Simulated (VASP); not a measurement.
# Na3CuBi (Pm-3m) in VASP: notebook

Runs on Na3CuBi. Level: PBE. Tasks: relaxation of cell and atoms.

Program: VASP 6.6.1. These are calculated values, not measurements. Logs are shortened: lines on timing, memory, paths and dates and some standing lists are left out, and cuts for length are marked.

## Step 1: The cell of the first run

Symmetry: Pm-3m, No. 221, cubic system. Conventional cell: a = 4.644 Å, b = 4.644 Å, c = 4.644 Å, α = 90.00°, β = 90.00°, γ = 90.00°. Na (site symmetry 4/mmm) has 2 Bi at 2.32 Å within 3.1 Å. Within 4.3 Å of Cu (site symmetry m-3m) lie 12 Na at 3.28 Å and 8 Bi at 4.02 Å. Within 3.1 Å of Bi (site symmetry m-3m) lie 6 Na at 2.32 Å.

## Step 2: Relaxation of cell and atoms, PBE

Contents of INCAR:

```
PREC     = Accurate       # precision mode
ENCUT    = 600            # plane-wave cutoff, eV
EDIFF    = 1E-6           # SCF threshold, eV
ISMEAR   = 0              # smearing method
SIGMA    = 0.1            # smearing width, eV
LREAL    = F              # projectors in reciprocal space
LASPH    = T              # aspherical terms in the spheres
NELM     = 80             # most SCF steps
ALGO     = Fast           # electronic algorithm
ISIF     = 3              # what is computed and relaxed
LWAVE    = F              # write WAVECAR
LCHARG   = F              # write CHGCAR
GGA      = PE             # functional
IBRION   = 2              # ionic algorithm
NSW      = 90             # ionic steps
EDIFFG   = -0.04          # ionic threshold
```

Contents of KPOINTS:

```
regular mesh
0
Gamma
  4 4 4
```

Contents of POSCAR:

```
Na3CuBi
1.0
    4.6443582553      0.0000000000      0.0000000000
    0.0000000000      4.6443582553      0.0000000000
    0.0000000000      0.0000000000      4.6443582553
Na Cu Bi
3 1 1
Direct
    0.0000000000      0.5000000000      0.5000000000
    0.5000000000      0.0000000000      0.5000000000
    0.5000000000      0.5000000000      0.0000000000
    0.0000000000      0.0000000000      0.0000000000
    0.5000000000      0.5000000000      0.5000000000
```

Potentials or basis: VASP PAW PBE potentials, release 64 (Na_pv, Cu, Bi_d).

On the command line:

```
> cat potpaw_PBE.64/Na_pv/POTCAR potpaw_PBE.64/Cu/POTCAR potpaw_PBE.64/Bi_d/POTCAR > POTCAR
> mpirun -np 1 vasp_std > vasp.out
```

OUTCAR:

```text
PREC = Accurate
   ENCUT = 600
   EDIFF = 1E-6
   ISMEAR = 0
   LREAL = F
   LASPH = T
   NELM = 80
   ISIF = 3
   GGA = PE
   IBRION = 2
   NSW = 90
   EDIFFG = -0.04

 ion  position               nearest neighbor table
   1  0.000  0.500  0.500-   5 2.32   5 2.32
   2  0.500  0.000  0.500-   5 2.32   5 2.32
   3  0.500  0.500  0.000-   5 2.32   5 2.32
   4  0.000  0.000  0.000-
   5  0.500  0.500  0.500-   1 2.32   2 2.32   3 2.32   3 2.32   2 2.32   1 2.32

  LATTYP: Found a simple cubic cell.
 ALAT       =     4.6443582553

  Lattice vectors:

 A1 = (   4.6443582553,   0.0000000000,   0.0000000000)
 A2 = (   0.0000000000,   4.6443582553,   0.0000000000)
 A3 = (   0.0000000000,   0.0000000000,   4.6443582553)

Analysis of symmetry for initial positions (statically):
=====================================================================
 Subroutine PRICEL returns:
 Original cell was already a primitive cell.

 Routine SETGRP: Setting up the symmetry group for a
 simple cubic supercell.

 Subroutine GETGRP returns: Found 48 space group operations
 (whereof 48 operations were pure point group operations)
 out of a pool of 48 trial point group operations.

The static configuration has the point symmetry O_h .

Analysis of symmetry for dynamics (positions and initial velocities):
=====================================================================
 Subroutine PRICEL returns:
 Original cell was already a primitive cell.

 Routine SETGRP: Setting up the symmetry group for a
 simple cubic supercell.

 Subroutine GETGRP returns: Found 48 space group operations
 (whereof 48 operations were pure point group operations)
 out of a pool of 48 trial point group operations.

The dynamic configuration has the point symmetry O_h .

 Subroutine INISYM returns: Found 48 space group operations
 (whereof 48 operations are pure point group operations),
 and found     1 'primitive' translations

----------------------------------------------------------------------------------------

                                     Primitive cell

  volume of cell :     100.1791

  direct lattice vectors                    reciprocal lattice vectors
     4.644358255  0.000000000  0.000000000     0.215315000  0.000000000  0.000000000
[... 69 lines left out ...]
   ISTART =      0    job   : 0-new  1-cont  2-samecut
   ICHARG =      2    charge: 1-file 2-atom 10-const
   ISPIN  =      1    spin polarized calculation?
   LNONCOLLINEAR =      F non collinear calculations
   LSORBIT =      F    spin-orbit coupling
   LASPH  =      T    aspherical Exc in radial PAW
   ENCUT  =  600.0 eV  44.10 Ry    6.64 a.u.   9.28  9.28  9.28*2*pi/ulx,y,z
   NELM   =     80;   NELMIN=  2; NELMDL= -5     # of ELM steps
   EDIFF  = 0.1E-05   stopping-criterion for ELM
   LREAL  =      F    real-space projection
   EDIFFG = -.4E-01   stopping-criterion for IOM
   NSW    =     90    number of steps for IOM
   IBRION =      2    ionic relax: 0-MD 1-quasi-New 2-CG
   NFREE  =      1    steps in history (QN), initial steepest desc. (CG)
   ISIF   =      3    stress and relaxation
   ISYM   =      2    0-nonsym 1-usesym 2-fastsym
   POTIM  = 0.5000    time-step for ionic-motion
   TEBEG  =    0.0;   TEEND  =   0.0 temperature during run
   PSTRESS=    0.0 pullay stress
   NELECT =      47.0000    total number of electrons
   NUPDOWN=      -1.0000    fix difference up-down
   EMIN   =  10.00;   EMAX   =-10.00  energy-range for DOS
   EFERMI =   0.00;   METHOD = LEGACY
   ISMEAR =     0;   SIGMA  =   0.10  broadening in eV -4-tet -1-fermi 0-gaus
   EFERMI_NEDOS =   21; number of points for ismear=-14 and -15
   IALGO  =     68    algorithm
   IMIX   =      4    mixing-type and parameters
     AMIX     =   0.40;   BMIX     =  1.00
     AMIX_MAG =   1.60;   BMIX_MAG =  1.00
  volume/ion in A,a.u.               =      20.04       135.21
  Fermi-wavevector in a.u.,A,eV,Ry     =   1.272082  2.403886 22.016843  1.618192
  Thomas-Fermi vector in A             =   2.404980
   LORBIT       =      0    0 simple, 1 ext, 2 COOP (PROOUT), +10 PAW based schemes
   GGA     = PE    functional components
   LHFCALC =     F    Hartree Fock is set to
   AEXX    =    0.0000 exact exchange contribution
   IVDW    =     0    specifies the selected vdW correction
   LEPSILON=     F    determine dielectric tensor
   LRPA    =     F    only Hartree local field effects (RPA)
 conjugate gradient relaxation of ions
 non-spin polarized calculation
 RMM-DIIS sequential band-by-band and
 Gauss-broadening in eV      SIGMA  =   0.10
  energy-cutoff  :      600.00
  volume of cell :      100.18
 maximum number of plane-waves:      3407
 NGX is ok and might be reduce to    40
   NGX = 19   NGY = 19   NGZ = 19

--------------------------------------- Ionic step        1  -------------------------------------------

 number of electron      46.9999992 magnetization

 Free energy of the ion-electron system (eV)
  ---------------------------------------------------
  ext. energy  EPLUGINS =         0.00000000
  ---------------------------------------------------
  free energy    TOTEN  =        -3.19155306 eV

  energy without entropy =       -3.16711965  energy(sigma->0) =       -3.17933636

 E-fermi :   3.9601     XC(G=0):  -9.3571

 val. band max:        3.9308296813   @ k =   0.5000   0.0000   0.0000
 cond. band min:       4.4672132046   @ k =   0.2500   0.2500   0.2500
 fundamental gap:      0.5363835233
 Fermi energy:         3.9601295163
[... 346 lines left out ...]
--------------------------------------- Ionic step        2  -------------------------------------------

 number of electron      47.0000066 magnetization

------------------------ aborting loop EDIFF was not reached (unconverged)  ----------------------------

  FORCE on cell =-STRESS in cart. coord.  units (eV):
  Direction    XX          YY          ZZ          XY          YZ          ZX
  --------------------------------------------------------------------------------------
  -------------------------------------------------------------------------------------
  Total        1.4595244      1.4595244      1.4595244      0.0000000     -0.0000000      0.0000000
  in kB       12.8838207     12.8838207     12.8838207      0.0000000     -0.0000000      0.0000000
  external PRESSURE =      12.8838207 kB  Pullay stress =       0.0000000 kB
[... 421 lines left out ...]
--------------------------------------- Ionic step        5  -------------------------------------------

 number of electron      46.9999887 magnetization

 Free energy of the ion-electron system (eV)
  ---------------------------------------------------
  ext. energy  EPLUGINS =         0.00000000
  ---------------------------------------------------
  free energy    TOTEN  =        -9.71814806 eV

  energy without entropy =       -9.69201201  energy(sigma->0) =       -9.70508004

 E-fermi :  -0.1870     XC(G=0):  -6.5734

 val. band max:       -0.1942357110   @ k =   0.5000   0.2500   0.0000
 cond. band min:      -0.0347207664   @ k =   0.2500   0.2500   0.2500
 fundamental gap:      0.1595149447
 Fermi energy:        -0.1870322920
[... 340 lines left out ...]
  FREE ENERGIE OF THE ION-ELECTRON SYSTEM (eV)
  ---------------------------------------------------
  free  energy   TOTEN  =        -9.7181480629 eV

  energy  without entropy=       -9.6920120141  energy(sigma->0) =       -9.70508004

 reached required accuracy - stopping structural energy minimisation
```

OSZICAR:

```text
N       E                     dE             d eps       ncg     rms          rms(c)
DAV:   1     0.520185360642E+03    0.52019E+03   -0.26905E+04   560   0.242E+03
DAV:   2     0.434114645695E+02   -0.47677E+03   -0.47012E+03   560   0.580E+02
DAV:   3    -0.289672157224E+01   -0.46308E+02   -0.44734E+02   628   0.208E+02
[... 167 lines left out ...]
RMM:   9    -0.971814117753E+01   -0.16268E-04   -0.20163E-04   597   0.116E-01    0.115E-02
RMM:  10    -0.971814493975E+01   -0.37622E-05   -0.81871E-05   591   0.530E-02    0.560E-03
RMM:  11    -0.971814675254E+01   -0.18128E-05   -0.18667E-05   511   0.295E-02    0.589E-03
RMM:  12    -0.971814789961E+01   -0.11471E-05   -0.11085E-05   434   0.270E-02    0.147E-03
RMM:  13    -0.971814806289E+01   -0.16328E-06   -0.31464E-06   348   0.127E-02
   5 F= -.97181481E+01 E0= -.97050800E+01  d E =-.652660E+01
```

CONTCAR:

```text
Na3CuBi
   1.00000000000000
     5.9224834737118979   -0.0000000000000000   -0.0000000000000000
     0.0000000000000000    5.9224834737118979    0.0000000000000000
     0.0000000000000000   -0.0000000000000000    5.9224834737118979
  Na              Cu              Bi
     3     1     1
Direct
     0.0000000000000000    0.5000000000000000    0.5000000000000000
     0.5000000000000000    0.0000000000000000    0.5000000000000000
     0.5000000000000000    0.5000000000000000    0.0000000000000000
     0.0000000000000000    0.0000000000000000    0.0000000000000000
     0.5000000000000000    0.5000000000000000    0.5000000000000000

  0.00000000E+00  0.00000000E+00  0.00000000E+00
  0.00000000E+00  0.00000000E+00  0.00000000E+00
  0.00000000E+00  0.00000000E+00  0.00000000E+00
  0.00000000E+00  0.00000000E+00  0.00000000E+00
  0.00000000E+00  0.00000000E+00  0.00000000E+00
```

Wall time 9.8 min (1 thread of Oxide Virtual Turin-like, shared host); peak memory 0.24 GiB.

What came out:

```
Free energy                           : -9.7181 eV
Relaxed volume                        : 41.55 Å³/atom
Relaxed cell                          : a = 5.922 Å, b = 5.922 Å, c = 5.922 Å, α = 90.00°, β = 90.00°, γ = 90.00°
Space group after relaxing (to 0.1 Å) : Pm-3m (No. 221)
Pressure after relaxing               : 0.1 GPa
Band gap on the k mesh                : zero (an odd number of electrons rules out a gap without spin polarisation)
```

Final structure:
```cif
data_structure
_symmetry_space_group_name_H-M 'P 1'
_symmetry_Int_Tables_number 1
_cell_length_a 5.9225
_cell_length_b 5.9225
_cell_length_c 5.9225
_cell_angle_alpha 90.000
_cell_angle_beta 90.000
_cell_angle_gamma 90.000
_cell_volume 207.74
loop_
_atom_site_label
_atom_site_type_symbol
_atom_site_fract_x
_atom_site_fract_y
_atom_site_fract_z
_atom_site_occupancy
Na1 Na 0.00000 0.50000 0.50000 1
Na2 Na 0.50000 0.00000 0.50000 1
Na3 Na 0.50000 0.50000 0.00000 1
Cu1 Cu 0.00000 0.00000 0.00000 1
Bi1 Bi 0.50000 0.50000 0.50000 1
```

Caveat: the volume moved by over 15 % at a fixed basis, so the end points are rough; spin-orbit coupling is left out, which moves the levels of the heavy elements.

## Step 3: Relaxation of cell and atoms, PBE

This run uses another cell than the first one, of 41.60 Å³/atom.

Contents of INCAR:

```
SYSTEM = Na3CuBi
ALGO = Fast ; EDIFF = 1E-6
EDIFFG = -0.01 ; ENCUT = 600
GGA = PE ; IBRION = 2
ISIF = 3 ; ISMEAR = 0
LASPH = .True. ; LCHARG = .False.
LREAL = .False. ; LWAVE = .False.
NELM = 60 ; NSW = 100
PREC = Accurate ; SIGMA = 0.1
```

Contents of KPOINTS:

```
k-points
0
Gamma
  6 6 6
  0 0 0
```

POSCAR: that of step 2 with these lines changed.

```diff
@@ -2,5 +2,5 @@
 1.0
-    4.6443582553      0.0000000000      0.0000000000
-    0.0000000000      4.6443582553      0.0000000000
-    0.0000000000      0.0000000000      4.6443582553
+    5.9250181564      0.0000000000      0.0000000000
+    0.0000000000      5.9250181564      0.0000000000
+    0.0000000000      0.0000000000      5.9250181564
 Na Cu Bi
```

Potentials or basis: VASP PAW PBE potentials, release 64 (Na_pv, Cu, Bi_d).

On the command line:

```
> cat potpaw_PBE.64/Na_pv/POTCAR potpaw_PBE.64/Cu/POTCAR potpaw_PBE.64/Bi_d/POTCAR > POTCAR
> mpirun -np 1 vasp_std > vasp.out
```

It took 9.9 min on 1 thread of Oxide Virtual Turin-like, shared host; peak memory 0.4 GiB.

It converged, with:

* Free energy: -9.8213 eV
* Relaxed volume: 42.22 Å³/atom
* Relaxed cell: a = 5.954 Å, b = 5.954 Å, c = 5.954 Å, α = 90.00°, β = 90.00°, γ = 90.00°
* Space group after relaxing (to 0.1 Å): Pm-3m (No. 221)
* Energy gained by relaxing: 0.4 meV/atom
* Ionic steps: 4
* Pressure after relaxing: 0.0 GPa
* Band gap on the k mesh: zero (an odd number of electrons rules out a gap without spin polarisation)

Step by step:
| step | energy change (eV) | largest force (eV/Å) | pressure (GPa) | volume (Å³) |
| --- | --- | --- | --- | --- |
| 1 | 0.0000 | 0.0000 | 0.25 | 208.00 |
| 2 | -0.0015 | 0.0000 | 0.04 | 209.96 |
| 3 | -0.0017 | 0.0000 | 0.07 | 210.34 |
| 4 | -0.0019 | 0.0000 | 0.04 | 211.10 |

Final structure:
```xyz
5
Lattice="5.9543 0.0000 0.0000 0.0000 5.9543 0.0000 0.0000 0.0000 5.9543" Properties=species:S:1:pos:R:3 pbc="T T T"
Na    0.0000    2.9772    2.9772
Na    2.9772    0.0000    2.9772
Na    2.9772    2.9772    0.0000
Cu    0.0000    0.0000    0.0000
Bi    2.9772    2.9772    2.9772
```

Levels at points of the mesh, in eV from the Fermi level:
| k point | band 22 | band 23 | band 24 | band 25 | band 26 | band 27 |
| --- | --- | --- | --- | --- | --- | --- |
| (0.00, 0.00, 0.00) | -0.31 | -0.31 | -0.31 | 3.29 | 3.29 | 3.52 |
| (0.50, 0.00, 0.00) | -0.13 | -0.13 | 0.36 | 1.09 | 3.27 | 3.27 |
| (0.50, 0.50, 0.00) | -0.62 | -0.55 | -0.09 | 2.95 | 2.95 | 3.07 |
| (0.50, 0.50, 0.50) | -0.50 | -0.50 | -0.27 | 1.73 | 1.73 | 1.73 |

Caveat: spin-orbit coupling is left out, which moves the levels of the heavy elements.

The gap in the log of VASP goes by the Fermi energy; the results here count the filled bands.